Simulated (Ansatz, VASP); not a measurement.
One calculation of InP, two programs

Contents of INCAR:

```
PREC = Accurate ; ENCUT = 450
EDIFF = 1E-7 ; ISMEAR = 0
SIGMA = 0.02 ; LREAL = F
LASPH = T ; NELM = 120
ALGO = Normal ; ISIF = 2
LWAVE = F ; LCHARG = F
GGA = PE ; IBRION = 2
NSW = 60 ; EDIFFG = -0.002
GGA_COMPAT = F ; NELMIN = 4
```

The input KPOINTS:

```
regular mesh
0
Gamma
  10 10 10
```

The input POSCAR:

```
InP
1.0
    0.0000000000      2.9497573479      2.9497573479
    2.9497573479      0.0000000000      2.9497573479
    2.9497573479      2.9497573479      0.0000000000
In P
1 1
Direct
    0.0000000000      0.0000000000      0.0000000000
    0.2500000000      0.2500000000      0.2500000000
```

Input for Ansatz:

```yaml
crystal:
  lattice:
    - [0.0, 2.9497573434, 2.9497573434]
    - [2.9497573434, 0.0, 2.9497573434]
    - [2.9497573434, 2.9497573434, 0.0]
  atoms:
    - { symbol: In, position: [0.0, 0.0, 0.0] }
    - { symbol: P, position: [0.25, 0.25, 0.25] }
basis:
  ecutwfc: 420
kpoints:
  mp_grid: { grid: [10, 10, 10] }
hamiltonian:
  xc: pbe
  pseudopotentials: { kind: paw }
scf:
  occupations: { method: gaussian, width: 0.02 }
output:
  forces: true
  stress: true
  eigenvalues: true
relax:
  adjacent_minimum: "off"
  f_tol: 0.002
  max_steps: 40
```

Change from the starting cell: strained cell.

Alike in both runs: task relaxation of the atoms; functional PBE; k mesh 10 × 10 × 10; occupations gaussian, width 0.02 eV; no spin polarisation.

```csv
,VASP,Ansatz
version,VASP 6.6.1,Ansatz 0.2.0
potentials or method,"VASP PAW PBE potentials, release 64 (In_d, P), cutoff 450 eV","scalar-relativistic, plane waves, PAW"
valence electrons in the cell,18,18
```

|  | VASP | Ansatz | Ansatz less VASP |
| --- | --- | --- | --- |
| gap on the k mesh at the Fermi level, each at its own relaxed structure (eV) | 0.61 | 0.61 | +0.003 |

Ansatz's warnings: stress scf threshold loose.

Noted on VASP's run: the relaxation stopped at its first step, so nothing moved.
